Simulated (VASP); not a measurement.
# Si6C in VASP: further runs, part 2 of 2

VASP 6.6.1.

## 3. Single point, PBE, collinear spin

File INCAR:

```
PREC = Accurate ; ENCUT = 520
EDIFF = 1E-6 ; ISMEAR = 0
SIGMA = 0.05 ; LREAL = False
LASPH = True ; NELM = 150
ALGO = Normal ; ISIF = 2
LWAVE = False ; LCHARG = False
ISPIN = 2 ; MAGMOM = 0 0 0 0 0 0 2
LORBIT = 11 ; LDIPOL = True
IDIPOL = 3 ; DIPOL = 0.5 0.5 0.366
GGA = PE ; NBANDS = 27
```

File KPOINTS:

```
Automatic mesh
0
Gamma
  9 9 1
```

File POSCAR:

```
Si6C
1.0
    3.8510822306      0.0000000000      0.0000000000
   -1.9255411153      3.3351350437      0.0000000000
    0.0000000000      0.0000000000     22.5320434164
Si C
6 1
Direct
    0.6666666667      0.3333333334      0.1775249553
    0.3333333333      0.6666666666      0.2130781056
    0.3333333333      0.6666666666      0.3187611699
    0.6666666667      0.3333333334      0.3526876073
    0.6666666667      0.3333333334      0.4598253220
    0.3333333333      0.6666666666      0.4896157536
    0.6666666667      0.8333333333      0.5520888544
```

Potentials or basis: VASP PAW PBE potentials, release 64 (Si, C).

The run is started by

```
$ cat potpaw_PBE.64/Si/POTCAR potpaw_PBE.64/C/POTCAR > POTCAR
$ mpirun -np 1 vasp_std > vasp.out
```

OUTCAR:

```text
PREC = Accurate
   ENCUT = 520
   EDIFF = 1E-6
   ISMEAR = 0
   LREAL = False
   LASPH = True
   NELM = 150
   ISIF = 2
   ISPIN = 2
   LORBIT = 11
   GGA = PE

 ion  position               nearest neighbor table
   1  0.667  0.333  0.178-   2 2.36   2 2.36   2 2.36
   2  0.333  0.667  0.213-   1 2.36   1 2.36   1 2.36   3 2.38
   3  0.333  0.667  0.319-   4 2.35   4 2.35   4 2.35   2 2.38
   4  0.667  0.333  0.353-   3 2.35   3 2.35   3 2.35   5 2.41
   5  0.667  0.333  0.460-   6 2.32   6 2.32   6 2.32   4 2.41
   6  0.333  0.667  0.490-   7 1.79   5 2.32   5 2.32   5 2.32
   7  0.667  0.833  0.552-   6 1.79

  LATTYP: Found a hexagonal cell.
 ALAT       =     3.8510822306
 C/A-ratio  =     5.8508341467

  Lattice vectors:

 A1 = (   3.8510822306,   0.0000000000,   0.0000000000)
 A2 = (  -1.9255411153,   3.3351350437,   0.0000000000)
 A3 = (   0.0000000000,   0.0000000000,  22.5320434164)

Analysis of symmetry for initial positions (statically):
=====================================================================
 Subroutine PRICEL returns:
 Original cell was already a primitive cell.

 Routine SETGRP: Setting up the symmetry group for a
 hexagonal supercell.

 Subroutine GETGRP returns: Found  2 space group operations
 (whereof  2 operations were pure point group operations)
 out of a pool of 24 trial point group operations.

The static configuration has the point symmetry C_1h.

Analysis of symmetry for dynamics (positions and initial velocities):
=====================================================================
 Subroutine PRICEL returns:
 Original cell was already a primitive cell.

 Routine SETGRP: Setting up the symmetry group for a
 hexagonal supercell.

 Subroutine GETGRP returns: Found  2 space group operations
 (whereof  2 operations were pure point group operations)
 out of a pool of 24 trial point group operations.

The dynamic configuration has the point symmetry C_1h.

Analysis of structural, dynamic, and magnetic symmetry:
=====================================================================
 Subroutine PRICEL returns:
 Original cell was already a primitive cell.

 Routine SETGRP: Setting up the symmetry group for a
 hexagonal supercell.

 Subroutine GETGRP returns: Found  2 space group operations
 (whereof  2 operations were pure point group operations)
 out of a pool of 24 trial point group operations.

The overall configuration has the point symmetry C_1h.

 Subroutine INISYM returns: Found  2 space group operations
 (whereof  2 operations are pure point group operations),
 and found     1 'primitive' translations

----------------------------------------------------------------------------------------

                                     Primitive cell

  volume of cell :     289.3988

  direct lattice vectors                    reciprocal lattice vectors
     3.851082231  0.000000000  0.000000000     0.259667268  0.149918967  0.000000000
    -1.925541115  3.335135044  0.000000000     0.000000000  0.299837934  0.000000000
     0.000000000  0.000000000 22.532043416     0.000000000  0.000000000  0.044381239

  length of vectors
     3.851082231  3.851082231 22.532043416     0.299837934  0.299837934  0.044381239

  position of ions in fractional coordinates (direct lattice)
     0.666666667  0.333333333  0.177524955
     0.333333333  0.666666667  0.213078106
     0.333333333  0.666666667  0.318761170
     0.666666667  0.333333333  0.352687607
[... 104 lines left out ...]
     AMIX_MAG =   1.60;   BMIX_MAG =  1.00
  volume/ion in A,a.u.               =      41.34       278.99
  Fermi-wavevector in a.u.,A,eV,Ry     =   0.751557  1.420237  7.685086  0.564838
  Thomas-Fermi vector in A             =   1.848566
   LORBIT       =     11    0 simple, 1 ext, 2 COOP (PROOUT), +10 PAW based schemes
   GGA     = PE    functional components
   LHFCALC =     F    Hartree Fock is set to
   AEXX    =    0.0000 exact exchange contribution
   IVDW    =     0    specifies the selected vdW correction
   LEPSILON=     F    determine dielectric tensor
   LRPA    =     F    only Hartree local field effects (RPA)
 spin polarized calculation
 Gauss-broadening in eV      SIGMA  =   0.05
  energy-cutoff  :      520.00
  volume of cell :      289.40
 maximum number of plane-waves:      7845
 NGX is ok and might be reduce to    30
   NGX = 15   NGY = 15   NGZ = 83

 dipolmoment           0.000000      0.000000     -0.009790 electrons x Angstroem

 number of electron      28.0000001 magnetization       0.1209504

 dipolmoment           0.000000      0.000000      0.120725 electrons x Angstroem

 Free energy of the ion-electron system (eV)
  ---------------------------------------------------
  ext. energy  EPLUGINS =         0.00000000
  ---------------------------------------------------
  free energy    TOTEN  =       -34.57325833 eV

  energy without entropy =      -34.56780419  energy(sigma->0) =      -34.57053126

 E-fermi :  -0.6281     XC(G=0):  -4.9130

 val. band max:       -0.6362444932   @ k =  -0.1111  -0.4444   0.0000
 cond. band min:      -0.6248227860   @ k =   0.4444   0.3333   0.0000
 fundamental gap:      0.0114217072
 Fermi energy:        -0.6281407082

 spin component 1

 k-point     1 :       0.0000    0.0000    0.0000
  band No.  band energies     occupation
      1     -13.3122      1.00000
      2     -12.0472      1.00000
      3     -10.8330      1.00000
      4      -9.2623      1.00000
      5      -5.9876      1.00000
      6      -3.5586      1.00000
[... 685 lines left out ...]
     25       5.6045      0.00000
     26       5.8566      0.00000

 [... further k-points ...]

 spin component 2

 k-point     1 :       0.0000    0.0000    0.0000
  band No.  band energies     occupation
      1     -13.0212      1.00000
      2     -12.0733      1.00000
      3     -10.9304      1.00000
      4      -8.8674      1.00000
      5      -6.0823      1.00000
      6      -3.6156      1.00000
[... 685 lines left out ...]
     25       5.5390      0.00000
     26       5.7489      0.00000

 [... further k-points ...]

 [bands above 26 left out]

------------------------ aborting loop because EDIFF is reached ----------------------------------------

 vacuum level on the upper side and lower side of the slab       (xc-potential included)         0.830        -0.831

  FORCE on cell =-STRESS in cart. coord.  units (eV):
  Direction    XX          YY          ZZ          XY          YZ          ZX
  --------------------------------------------------------------------------------------
  -------------------------------------------------------------------------------------
  Total        2.0839313      1.0076372      0.5474796      0.9320980      0.3277480      0.5677750
  in kB       11.5371139      5.5785072      3.0309706      5.1603048      1.8144866      3.1433306
  external PRESSURE =       6.7155306 kB  Pullay stress =       0.0000000 kB

 VOLUME and BASIS-vectors are now :
 -----------------------------------------------------------------------------
  energy-cutoff  :      520.00
  volume of cell :      289.40
      direct lattice vectors                 reciprocal lattice vectors
     3.851082231  0.000000000  0.000000000     0.259667268  0.149918967  0.000000000
    -1.925541115  3.335135044  0.000000000     0.000000000  0.299837934  0.000000000
     0.000000000  0.000000000 22.532043416     0.000000000  0.000000000  0.044381239

 POSITION                                       TOTAL-FORCE (eV/Angst)
 -----------------------------------------------------------------------------------
      1.92554      1.11171      4.00000        -0.005626     -0.003248      0.443868
     -0.00000      2.22342      4.80109        -0.007526     -0.004345     -0.600830
     -0.00000      2.22342      7.18234         0.011640      0.006721     -0.003850
      1.92554      1.11171      7.94677         0.061725      0.035637      0.096870
      1.92554      1.11171     10.36080         0.352627      0.203589     -0.287522
     -0.00000      2.22342     11.03204        -1.089825     -0.629211      0.330517
      0.96277      2.77928     12.43969         0.676985      0.390857      0.020947
 -----------------------------------------------------------------------------------
    total drift:                                0.000024      0.000014      0.000011

  FREE ENERGIE OF THE ION-ELECTRON SYSTEM (eV)
  ---------------------------------------------------
  free  energy   TOTEN  =       -34.5732583263 eV

  energy  without entropy=      -34.5678041935  energy(sigma->0) =      -34.57053126

 vacuum level on the upper side and lower side of the slab         5.925         4.224

 total charge

# of ion       s       p       d       tot
------------------------------------------
    1        0.796   0.844   0.000   1.640
    2        0.756   0.909   0.000   1.665
    3        0.761   0.917   0.000   1.678
    4        0.763   0.912   0.000   1.675
    5        0.774   0.902   0.000   1.676
    6        0.774   0.966   0.000   1.740
    7        1.010   1.138   0.000   2.148
--------------------------------------------------
tot          5.633   6.589   0.000  12.222

 magnetization (x)

# of ion       s       p       d       tot
------------------------------------------
    1       -0.032  -0.158   0.000  -0.190
    2       -0.003  -0.014   0.000  -0.016
    3       -0.007  -0.032   0.000  -0.039
    4        0.004  -0.001   0.000   0.003
    5        0.016   0.002   0.000   0.018
    6        0.002  -0.005   0.000  -0.003
    7        0.018   0.339   0.000   0.358
--------------------------------------------------
tot         -0.001   0.131   0.000   0.130
```

It took 12 min on 1 thread of Intel Xeon 6975P-C (Granite Rapids), shared host; peak memory 0.67 GiB.

What came out:

- Free energy: -34.5733 eV
- Largest force: 1.301 eV/Å
- Net moment: 0.12 μB per cell
- Site moments: Si -0.19, -0.02, -0.04, +0.00, +0.02, -0.00; C +0.36 μB
- Valence electrons inside the program's atomic spheres: Si 1.64, 1.67, 1.68, 1.74 (each value once); C 2.15

Forces in eV/Å, atoms in the order of the input:
```
Si  -0.006 -0.003  0.444
Si  -0.008 -0.004 -0.601
Si   0.012  0.007 -0.004
Si   0.062  0.036  0.097
Si   0.353  0.204 -0.288
Si  -1.090 -0.629  0.331
C    0.677  0.391  0.021
```
